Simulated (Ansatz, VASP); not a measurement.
# Mn in VASP and in Ansatz

```xyz
2
Lattice="2.4306 0.0000 0.0000 -1.2153 2.1050 0.0000 0.0000 0.0000 3.9462" Properties=species:S:1:pos:R:3 pbc="T T T"
Mn    0.0000    1.4033    0.9866
Mn    1.2153    0.7017    2.9597
```

Alike in both runs: task single point; functional revPBE; k mesh 16 × 16 × 9; occupations fermi-dirac, width 0.05 eV; collinear spin.

```csv
,VASP,Ansatz
version,VASP 6.6.1,Ansatz 0.2.0
potentials or method,"VASP PAW PBE potentials, release 64 (Mn_pv), cutoff 520 eV","plane waves (420 eV) with PAW, scalar-relativistic"
valence electrons in the cell,26,30
```

Ansatz gave:

- pressure (GPa): 23.2
- traceless stress, the component that is largest in VASP (GPa): -0.97
- net moment per atom (μB): 0.00

Problem. What did VASP give for the same quantities?

Solution. Pressure (GPa): 23.2; traceless stress, the component that is largest in VASP (GPa): -1.04; net moment per atom (μB): 0.00.

VASP's potentials were made for PBE, not for revPBE. With one functional, cell and mesh, what is left measures potentials, basis and numerics. VASP's potentials hold 26 valence electrons a cell and Ansatz's 30, so a difference there can come from the potentials and not from the codes. Ansatz's warnings: seeded moment not kept.
